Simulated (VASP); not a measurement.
# PbSe (Cmcm) in VASP: a series of runs

Runs on PbSe. Level: LDA. Tasks: single point.

Everything below comes from runs of VASP 6.6.1. Logs are shortened: lines on timing, memory, paths and dates and some standing lists are left out, and cuts for length are marked.

**1. The cell of the first run**

The structure is orthorhombic, space group Cmcm (No. 63). The conventional cell has a = 4.310 Å, b = 12.268 Å, c = 4.450 Å, α = 90.00°, β = 90.00°, γ = 90.00°. Within 3.7 Å of Pb (site symmetry m2m) lie 5 Se at 2.82 to 3.10 Å. Within 3.7 Å of Se (site symmetry m2m) lie 5 Pb at 2.82 to 3.10 Å.

**2. Single point, LDA**

INCAR reads:

```
SYSTEM = PbSe
PREC = Accurate ; ENCUT = 520
EDIFF = 1E-7 ; ISMEAR = 1
SIGMA = 0.01 ; LREAL = .FALSE.
LASPH = .TRUE. ; NELM = 60
ALGO = Normal ; ISIF = 2
LWAVE = .FALSE. ; LCHARG = .TRUE.
GGA = CA ; LELF = .TRUE.
LVHAR = .TRUE. ; NBANDS = 28
```

KPOINTS reads:

```
regular mesh
0
G
  2 2 2
  0 0 0
```

POSCAR reads:

```
PbSe
1.0
    2.1548770000     -6.1339470000      0.0000000000
    2.1548770000      6.1339470000      0.0000000000
    0.0000000000      0.0000000000      4.4504940000
Pb Se
2 2
Direct
    0.6317610000      0.3682390000      0.7500000000
    0.3682390000      0.6317610000      0.2500000000
    0.8612900000      0.1387100000      0.7500000000
    0.1387100000      0.8612900000      0.2500000000
```

Potentials or basis: VASP PAW LDA potentials, release 64 (Pb_d, Se).

Command:

```sh
$ cat potpaw_LDA.64/Pb_d/POTCAR potpaw_LDA.64/Se/POTCAR > POTCAR
$ mpirun -np 1 vasp_std > vasp.out
```

OUTCAR:

```text
SYSTEM = PbSe
   PREC = Accurate
   ENCUT = 520
   EDIFF = 1E-7
   ISMEAR = 1
   LREAL = .FALSE.
   LASPH = .TRUE.
   NELM = 60
   ISIF = 2
   GGA = CA

 ion  position               nearest neighbor table
   1  0.632  0.368  0.750-   3 2.82   4 3.10   4 3.10   4 3.10   4 3.10   2 3.92   2 3.92
   2  0.368  0.632  0.250-   4 2.82   3 3.10   3 3.10   3 3.10   3 3.10   1 3.92   1 3.92
   3  0.861  0.139  0.750-   1 2.82   2 3.10   2 3.10   2 3.10   2 3.10
   4  0.139  0.861  0.250-   2 2.82   1 3.10   1 3.10   1 3.10   1 3.10

  LATTYP: Found a base centered orthorhombic cell.
 ALAT       =     4.3097540000
 B/A-ratio  =     2.8465415891
 C/A-ratio  =     1.0326561562

  Lattice vectors:

 A1 = (   2.1548770000,  -6.1339470000,   0.0000000000)
 A2 = (   2.1548770000,   6.1339470000,   0.0000000000)
 A3 = (   0.0000000000,   0.0000000000,   4.4504940000)

Analysis of symmetry for initial positions (statically):
=====================================================================
 Subroutine PRICEL returns:
 Original cell was already a primitive cell.

 Routine SETGRP: Setting up the symmetry group for a
 base centered orthorhombic supercell.

 Subroutine GETGRP returns: Found  8 space group operations
 (whereof  4 operations were pure point group operations)
 out of a pool of  8 trial point group operations.

The static configuration has the point symmetry C_2h.
 The point group associated with its full space group is D_2h.

Analysis of symmetry for dynamics (positions and initial velocities):
=====================================================================
 Subroutine PRICEL returns:
 Original cell was already a primitive cell.

 Routine SETGRP: Setting up the symmetry group for a
 base centered orthorhombic supercell.

 Subroutine GETGRP returns: Found  8 space group operations
 (whereof  4 operations were pure point group operations)
 out of a pool of  8 trial point group operations.

The dynamic configuration has the point symmetry C_2h.
 The point group associated with its full space group is D_2h.

 Subroutine INISYM returns: Found  8 space group operations
 (whereof  4 operations are pure point group operations),
 and found     1 'primitive' translations

----------------------------------------------------------------------------------------

                                     Primitive cell

  volume of cell :     117.6524

  direct lattice vectors                    reciprocal lattice vectors
     2.154877000 -6.133947000  0.000000000     0.232031805 -0.081513583  0.000000000
     2.154877000  6.133947000  0.000000000     0.232031805  0.081513583  0.000000000
     0.000000000  0.000000000  4.450494000     0.000000000  0.000000000  0.224694158

  length of vectors
     6.501446046  6.501446046  4.450494000     0.245933371  0.245933371  0.224694158

  position of ions in fractional coordinates (direct lattice)
     0.631761000  0.368239000  0.750000000
     0.368239000  0.631761000  0.250000000
     0.861290000  0.138710000  0.750000000
     0.138710000  0.861290000  0.250000000

  ion indices of the primitive-cell ions
   primitive index   ion index
                 1           1
                 2           2
                 3           3
                 4           4

----------------------------------------------------------------------------------------

 KPOINTS: regular mesh

Automatic generation of k-mesh.
 Grid dimensions read from file:
 generate k-points for:    2    2    2

 Generating k-lattice:

  Cartesian coordinates                     Fractional coordinates (reciprocal lattice)
     0.116015903 -0.040756792  0.000000000     0.500000000 -0.000000000  0.000000000
     0.116015903  0.040756792  0.000000000    -0.000000000  0.500000000  0.000000000
     0.000000000  0.000000000  0.112347079     0.000000000  0.000000000  0.500000000

  Length of vectors
     0.122966685  0.122966685  0.112347079

  Shift w.r.t. Gamma in fractional coordinates (k-lattice)
     0.000000000  0.000000000  0.000000000

 Subroutine IBZKPT returns following result:
 ===========================================

 Found      6 irreducible k-points:

 Following reciprocal coordinates:
            Coordinates               Weight
  0.000000  0.000000  0.000000      1.000000
  0.500000 -0.000000  0.000000      2.000000
  0.500000  0.500000  0.000000      1.000000
  0.000000  0.000000  0.500000      1.000000
  0.500000 -0.000000  0.500000      2.000000
  0.500000  0.500000  0.500000      1.000000
   k-points           NKPTS =      6   k-points in BZ     NKDIM =      6   number of bands    NBANDS=     28
   number of dos      NEDOS =    301   number of ions     NIONS =      4
   total plane-waves  NPLWV =  82944
   dimension x,y,z NGX =    48 NGY =   48 NGZ =   36
   dimension x,y,z NGXF=    96 NGYF=   96 NGZF=   72
   ions per type =               2   2
   NGX,Y,Z   is equivalent  to a cutoff of  12.27, 12.27, 13.45 a.u.
   NGXF,Y,Z  is equivalent  to a cutoff of  24.55, 24.55, 26.90 a.u.
 SYSTEM =  PbSe
   PREC   = accura    normal or accurate (medium, high low for compatibility)
   ISTART =      0    job   : 0-new  1-cont  2-samecut
   ICHARG =      2    charge: 1-file 2-atom 10-const
   ISPIN  =      1    spin polarized calculation?
   LNONCOLLINEAR =      F non collinear calculations
   LSORBIT =      F    spin-orbit coupling
   LASPH  =      T    aspherical Exc in radial PAW
   ENCUT  =  520.0 eV  38.22 Ry    6.18 a.u.  12.09 12.09  8.27*2*pi/ulx,y,z
   NELM   =     60;   NELMIN=  2; NELMDL= -5     # of ELM steps
   EDIFF  = 0.1E-06   stopping-criterion for ELM
   LREAL  =      F    real-space projection
   EDIFFG = 0.1E-05   stopping-criterion for IOM
   NSW    =      0    number of steps for IOM
   IBRION =     -1    ionic relax: 0-MD 1-quasi-New 2-CG
   NFREE  =      0    steps in history (QN), initial steepest desc. (CG)
   ISIF   =      2    stress and relaxation
   ISYM   =      2    0-nonsym 1-usesym 2-fastsym
   POTIM  = 0.5000    time-step for ionic-motion
   TEBEG  =    0.0;   TEEND  =   0.0 temperature during run
   PSTRESS=    0.0 pullay stress
   NELECT =      40.0000    total number of electrons
   NUPDOWN=      -1.0000    fix difference up-down
   EMIN   =  10.00;   EMAX   =-10.00  energy-range for DOS
   EFERMI =   0.00;   METHOD = LEGACY
   ISMEAR =     1;   SIGMA  =   0.01  broadening in eV -4-tet -1-fermi 0-gaus
   EFERMI_NEDOS =   21; number of points for ismear=-14 and -15
   IALGO  =     38    algorithm
   IMIX   =      4    mixing-type and parameters
     AMIX     =   0.40;   BMIX     =  1.00
     AMIX_MAG =   1.60;   BMIX_MAG =  1.00
  volume/ion in A,a.u.               =      29.41       198.49
  Fermi-wavevector in a.u.,A,eV,Ry     =   1.142601  2.159203 17.762909  1.305537
  Thomas-Fermi vector in A             =   2.279298
   LORBIT       =      0    0 simple, 1 ext, 2 COOP (PROOUT), +10 PAW based schemes
   GGA     = CA    functional components
   LHFCALC =     F    Hartree Fock is set to
   AEXX    =    0.0000 exact exchange contribution
   IVDW    =     0    specifies the selected vdW correction
   LEPSILON=     F    determine dielectric tensor
   LRPA    =     F    only Hartree local field effects (RPA)
 non-spin polarized calculation
 Methfessel and Paxton  Order N= 1 SIGMA  =   0.01
  energy-cutoff  :      520.00
  volume of cell :      117.65
 maximum number of plane-waves:      3187
   NGX = 25   NGY = 25   NGZ = 17

 number of electron      39.9999994 magnetization

 Free energy of the ion-electron system (eV)
  ---------------------------------------------------
  ext. energy  EPLUGINS =         0.00000000
  ---------------------------------------------------
  free energy    TOTEN  =       -17.62690486 eV

  energy without entropy =      -17.62704981  energy(sigma->0) =      -17.62695318

 E-fermi :   4.1400     XC(G=0):  -9.7383

 val. band max:        4.1316285556   @ k =   0.0000   0.0000   0.5000
 cond. band min:       5.1475220135   @ k =   0.5000   0.5000   0.0000
 fundamental gap:      1.0158934579
 Fermi energy:         4.1400473778

 k-point     1 :       0.0000    0.0000    0.0000
  band No.  band energies     occupation
      1     -12.3734      2.00000
      2     -12.3156      2.00000
      3     -12.3139      2.00000
      4     -12.2966      2.00000
      5     -12.2913      2.00000
      6     -12.2891      2.00000
[... 20 lines left out ...]
     27       9.5254      0.00000
     28      10.9806      0.00000

 k-point     2 :       0.5000   -0.0000    0.0000
  band No.  band energies     occupation
      1     -12.3219      2.00000
      2     -12.3171      2.00000
      3     -12.3162      2.00000
      4     -12.2968      2.00000
      5     -12.2899      2.00000
      6     -12.2711      2.00000
[... 20 lines left out ...]
     27      12.0515      0.00000
     28      12.9249      0.00000

 k-point     3 :       0.5000    0.5000    0.0000
  band No.  band energies     occupation
      1     -12.3665      2.00000
      2     -12.3180      2.00000
      3     -12.3084      2.00000
      4     -12.3035      2.00000
      5     -12.2822      2.00000
      6     -12.2694      2.00000
[... 20 lines left out ...]
     27      10.1970      0.00000
     28      11.1961      0.00000

 k-point     4 :       0.0000    0.0000    0.5000
  band No.  band energies     occupation
      1     -12.3168      2.00000
      2     -12.3168      2.00000
      3     -12.3164      2.00000
      4     -12.3164      2.00000
      5     -12.2816      2.00000
      6     -12.2816      2.00000
[... 20 lines left out ...]
     27      13.3874      0.00000
     28      13.4453      0.00000

 k-point     5 :       0.5000   -0.0000    0.5000
  band No.  band energies     occupation
      1     -12.3927      2.00000
      2     -12.3927      2.00000
      3     -12.2879      2.00000
      4     -12.2879      2.00000
      5     -12.2662      2.00000
      6     -12.2662      2.00000
[... 20 lines left out ...]
     27      11.4121      0.00000
     28      11.4121      0.00000

 k-point     6 :       0.5000    0.5000    0.5000
  band No.  band energies     occupation
      1     -12.3187      2.00000
      2     -12.3187      2.00000
      3     -12.3112      2.00000
      4     -12.3112      2.00000
      5     -12.2869      2.00000
      6     -12.2869      2.00000
[... 20 lines left out ...]
     27      12.2510      0.00000
     28      12.2510      0.00000

------------------------ aborting loop because EDIFF is reached ----------------------------------------

  FORCE on cell =-STRESS in cart. coord.  units (eV):
  Direction    XX          YY          ZZ          XY          YZ          ZX
  --------------------------------------------------------------------------------------
  -------------------------------------------------------------------------------------
  Total        0.4198478     -4.7084378      0.6267471      0.0000000     -0.0000000      0.0000000
  in kB        5.7174418    -64.1189942      8.5349745      0.0000000     -0.0000000      0.0000000
  external PRESSURE =     -16.6221926 kB  Pullay stress =       0.0000000 kB

 VOLUME and BASIS-vectors are now :
 -----------------------------------------------------------------------------
  energy-cutoff  :      520.00
  volume of cell :      117.65
      direct lattice vectors                 reciprocal lattice vectors
     2.154877000 -6.133947000  0.000000000     0.232031805 -0.081513583  0.000000000
     2.154877000  6.133947000  0.000000000     0.232031805  0.081513583  0.000000000
     0.000000000  0.000000000  4.450494000     0.000000000  0.000000000  0.224694158

 POSITION                                       TOTAL-FORCE (eV/Angst)
 -----------------------------------------------------------------------------------
      2.15488     -1.61643      3.33787         0.000000     -0.367180     -0.000000
      2.15488      1.61643      1.11262         0.000000      0.367180      0.000000
      2.15488     -4.43227      3.33787         0.000000      0.878758     -0.000000
      2.15488      4.43227      1.11262         0.000000     -0.878758      0.000000
 -----------------------------------------------------------------------------------
    total drift:                                0.000000      0.000000      0.000000

  FREE ENERGIE OF THE ION-ELECTRON SYSTEM (eV)
  ---------------------------------------------------
  free  energy   TOTEN  =       -17.6269048646 eV

  energy  without entropy=      -17.6270498122  energy(sigma->0) =      -17.62695318
```

Run time: 12 s. Hardware: 1 thread of Intel Xeon 6975P-C (Granite Rapids), shared host; peak memory 0.22 GiB.

What came out:

```
Free energy            : -17.6269 eV
Pressure               : -1.7 GPa
Largest force          : 0.879 eV/Å
Band gap on the k mesh : 1.02 eV, indirect (least direct gap 1.40 eV)
```

Forces in eV/Å, atoms in the order of the input:
```
Pb   0.000 -0.367  0.000
Pb   0.000  0.367  0.000
Se   0.000  0.879  0.000
Se   0.000 -0.879  0.000
```

Stress tensor (GPa, compression positive):
```
 0.57  0.00  0.00
 0.00 -6.41  0.00
 0.00  0.00  0.85
```

Caveat: the k points lie up to 0.77 Å⁻¹ apart; spin-orbit coupling is left out, which moves the levels of the heavy elements.

**3. Single point, LDA**

INCAR reads:

```
  PREC = Accurate
  ENCUT = 520
  EDIFF = 1E-6
  ISMEAR = 1
  SIGMA = 0.01
  LREAL = False
  LASPH = True
  NELM = 100
  ALGO = Normal
  ISIF = 2
  LWAVE = False
  LCHARG = False
  NBANDS = 28
```

KPOINTS reads:

```
Automatic mesh
0
Gamma
  4 4 4
```

POSCAR is that of step 2.

Potentials or basis: VASP PAW LDA potentials, release 64 (Pb_d, Se).

Command:

```sh
$ cat potpaw_LDA.64/Pb_d/POTCAR potpaw_LDA.64/Se/POTCAR > POTCAR
$ mpirun -np 1 vasp_std > vasp.out
```

OUTCAR:

```text
PREC = Accurate
   ENCUT = 520
   EDIFF = 1E-6
   ISMEAR = 1
   LREAL = False
   LASPH = True
   NELM = 100
   ISIF = 2

 ion  position               nearest neighbor table
   1  0.632  0.368  0.750-   3 2.82   4 3.10   4 3.10   4 3.10   4 3.10   2 3.92   2 3.92
   2  0.368  0.632  0.250-   4 2.82   3 3.10   3 3.10   3 3.10   3 3.10   1 3.92   1 3.92
   3  0.861  0.139  0.750-   1 2.82   2 3.10   2 3.10   2 3.10   2 3.10
   4  0.139  0.861  0.250-   2 2.82   1 3.10   1 3.10   1 3.10   1 3.10

  LATTYP: Found a base centered orthorhombic cell.
[... 848 lines left out ...]
  --------------------------------------------------------------------------------------
  -------------------------------------------------------------------------------------
  Total       -2.3856158     -2.3171961     -2.5546374      0.0000000      0.0000000      0.0000000
  in kB      -32.4870559    -31.5553241    -34.7887741      0.0000000      0.0000000      0.0000000
  external PRESSURE =     -32.9437181 kB  Pullay stress =       0.0000000 kB

 VOLUME and BASIS-vectors are now :
 -----------------------------------------------------------------------------
  energy-cutoff  :      520.00
  volume of cell :      117.65
      direct lattice vectors                 reciprocal lattice vectors
     2.154877000 -6.133947000  0.000000000     0.232031805 -0.081513583  0.000000000
     2.154877000  6.133947000  0.000000000     0.232031805  0.081513583  0.000000000
     0.000000000  0.000000000  4.450494000     0.000000000  0.000000000  0.224694158

 POSITION                                       TOTAL-FORCE (eV/Angst)
 -----------------------------------------------------------------------------------
      2.15488     -1.61643      3.33787         0.000000     -0.083457     -0.000000
      2.15488      1.61643      1.11262         0.000000      0.083457      0.000000
      2.15488     -4.43227      3.33787         0.000000      0.075732     -0.000000
      2.15488      4.43227      1.11262         0.000000     -0.075732     -0.000000
 -----------------------------------------------------------------------------------
    total drift:                                0.000000      0.000000      0.000000

  FREE ENERGIE OF THE ION-ELECTRON SYSTEM (eV)
  ---------------------------------------------------
  free  energy   TOTEN  =       -18.6496597116 eV

  energy  without entropy=      -18.6496778301  energy(sigma->0) =      -18.64966575
```

OSZICAR:

```text
N       E                     dE             d eps       ncg     rms          rms(c)
DAV:   1     0.411550628474E+03    0.41155E+03   -0.18793E+04  1176   0.148E+03
DAV:   2     0.244099408046E+02   -0.38714E+03   -0.37624E+03  1196   0.396E+02
DAV:   3    -0.174143647142E+02   -0.41824E+02   -0.41080E+02  1516   0.149E+02
DAV:   4    -0.192161468215E+02   -0.18018E+01   -0.17963E+01  1360   0.328E+01
DAV:   5    -0.192774581142E+02   -0.61311E-01   -0.61304E-01  1552   0.642E+00    0.398E+00
DAV:   6    -0.186699024615E+02    0.60756E+00   -0.14320E+00  1624   0.752E+00    0.218E+00
DAV:   7    -0.186557509625E+02    0.14151E-01   -0.27049E-01  1400   0.216E+00    0.125E+00
DAV:   8    -0.186519159455E+02    0.38350E-02   -0.40185E-02  1620   0.151E+00    0.287E-01
DAV:   9    -0.186495882804E+02    0.23277E-02   -0.10492E-02  1612   0.748E-01    0.639E-02
DAV:  10    -0.186496560157E+02   -0.67735E-04   -0.70062E-04  1276   0.128E-01    0.247E-02
DAV:  11    -0.186496603680E+02   -0.43524E-05   -0.34404E-05  1772   0.400E-02    0.903E-03
DAV:  12    -0.186496597116E+02    0.65643E-06   -0.46890E-06  1072   0.102E-02
   1 F= -.18649660E+02 E0= -.18649666E+02  d E =0.181185E-04
```

It took 34 s on 1 thread of Intel Xeon 6975P-C (Granite Rapids), shared host; peak memory 0.25 GiB.

Results:

| Property | Result |
| --- | --- |
| Free energy | -18.6497 eV |
| Pressure | -3.3 GPa |
| Largest force | 0.083 eV/Å |
| Band gap on the k mesh | 1.10 eV, indirect (least direct gap 1.35 eV) |

Forces on the atoms (eV/Å):
```
Pb   0.000 -0.083  0.000
Pb   0.000  0.083  0.000
Se   0.000  0.076  0.000
Se   0.000 -0.076  0.000
```

Stress tensor (GPa, compression positive):
```
-3.25  0.00  0.00
 0.00 -3.16  0.00
 0.00  0.00 -3.48
```

Levels at points of the mesh, in eV from the valence-band top:
| k point | band 16 | band 17 | band 18 | band 19 | band 20 | band 21 | band 22 | band 23 | band 24 | band 25 |
| --- | --- | --- | --- | --- | --- | --- | --- | --- | --- | --- |
| (0.00, 0.00, 0.00) | -2.79 | -2.12 | -1.51 | -1.25 | -0.35 | 4.42 | 4.46 | 4.63 | 5.26 | 5.30 |
| (0.50, 0.00, 0.00) | -1.82 | -1.14 | -0.87 | -0.44 | -0.22 | 1.47 | 1.59 | 1.82 | 2.67 | 2.68 |
| (0.50, 0.50, 0.00) | -2.39 | -1.77 | -1.68 | -1.05 | -0.54 | 1.10 | 4.24 | 4.40 | 4.59 | 4.88 |
| (0.00, 0.00, 0.50) | -2.60 | -0.82 | -0.82 | 0.00 | 0.00 | 1.49 | 1.49 | 2.32 | 2.32 | 4.84 |
| (0.50, 0.00, 0.50) | -4.09 | -3.03 | -3.03 | -1.23 | -1.23 | 3.12 | 3.12 | 5.39 | 5.39 | 6.09 |
| (0.50, 0.50, 0.50) | -0.96 | -0.93 | -0.93 | -0.39 | -0.39 | 1.28 | 1.28 | 2.78 | 2.78 | 3.07 |

Caveat: spin-orbit coupling is left out, which moves the levels of the heavy elements. A k mesh can miss the band edges.

**4. Single point, LDA**

INCAR reads:

```
SYSTEM = PbSe
ALGO = Normal ; EDIFF = 1E-7
ENCUT = 520 ; GGA = CA
ISIF = 2 ; ISMEAR = 1
LASPH = .True. ; LCHARG = .False.
LREAL = .False. ; LWAVE = .False.
NBANDS = 28 ; NELM = 100
PREC = Accurate ; SIGMA = 0.01
```

KPOINTS reads:

```
k-points
0
Gamma
  6 6 4
  0 0 0
```

POSCAR is that of step 3.

Command:

```sh
$ cat potpaw_LDA.64/Pb_d/POTCAR potpaw_LDA.64/Se/POTCAR > POTCAR
$ mpirun -np 1 vasp_std > vasp.out
```

It took 62 s on 1 thread of Intel Xeon 6975P-C (Granite Rapids), shared host; peak memory 0.29 GiB.

Results (log left out):

```
Free energy            : -18.6486 eV
Pressure               : -3.2 GPa
Largest force          : 0.086 eV/Å
Band gap on the k mesh : 1.09 eV, indirect (least direct gap 1.40 eV)
```

Forces in eV/Å, atoms in the order of the input:
```
Pb   0.000 -0.086  0.000
Pb   0.000  0.086  0.000
Se   0.000  0.033  0.000
Se   0.000 -0.033  0.000
```

Stress tensor (GPa, compression positive):
```
-3.31  0.00  0.00
 0.00 -2.90  0.00
 0.00  0.00 -3.50
```

Levels at points of the mesh, in eV from the valence-band top:
```
           k point  band 17  band 18  band 19  band 20  band 21  band 22  band 23  band 24
(0.00, 0.00, 0.00)    -2.12    -1.51    -1.25    -0.35     4.42     4.45     4.63     5.26
(0.50, 0.00, 0.00)    -1.14    -0.87    -0.44    -0.22     1.47     1.59     1.82     2.67
(0.50, 0.50, 0.00)    -1.77    -1.68    -1.05    -0.54     1.09     4.24     4.40     4.58
(0.00, 0.00, 0.50)    -0.83    -0.83     0.00     0.00     1.49     1.49     2.32     2.32
(0.50, 0.00, 0.50)    -3.03    -3.03    -1.23    -1.23     3.12     3.12     5.39     5.39
(0.50, 0.50, 0.50)    -0.93    -0.93    -0.39    -0.39     1.28     1.28     2.78     2.78
```

Caveat: spin-orbit coupling is left out, which moves the levels of the heavy elements.

(Part 1 of 2 ends here.)
